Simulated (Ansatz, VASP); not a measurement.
**Two plane-wave programs on As2I3**

```
CELL_PARAMETERS angstrom
4.96938 0.00000 0.00000
-2.48469 4.30361 0.00000
0.00000 0.00000 7.73155
ATOMIC_POSITIONS crystal
As 0.33333 0.66667 0.24500
As 0.66667 0.33333 0.75500
I 0.00000 0.00000 0.00000
I 0.33333 0.66667 0.64500
I 0.66667 0.33333 0.35500
```

Alike in both runs: task relaxation of cell and atoms; functional PBE; k mesh 6 × 6 × 2; occupations gaussian, width 0.1 eV; no spin polarisation.

|  | VASP | Ansatz |
| --- | --- | --- |
| version | VASP 6.6.1 | Ansatz 0.2.0 |
| potentials or method | VASP PAW PBE potentials, release 64 (As, I), cutoff 600 eV | scalar-relativistic, plane waves, PAW |
| valence electrons in the cell | 31 | 81 |

|  | VASP | Ansatz | Ansatz less VASP |
| --- | --- | --- | --- |
| gap on the k mesh at the Fermi level, each at its own relaxed structure (eV) | none | none | - |
| relaxed volume (Å³/atom) | 35.14 | 36.30 | +1.162 |
| relaxed cell length with the largest relative difference (Å) | 9.321 | 9.605 | +0.2846 |

A gap of «none» marks a metal or a gap that the smearing closes. VASP's potentials hold 31 valence electrons a cell and Ansatz's 81, so a difference there can come from the potentials and not from the codes.

The k mesh is coarse, so the values compare programs but aren't converged. Spin-orbit coupling is off throughout.
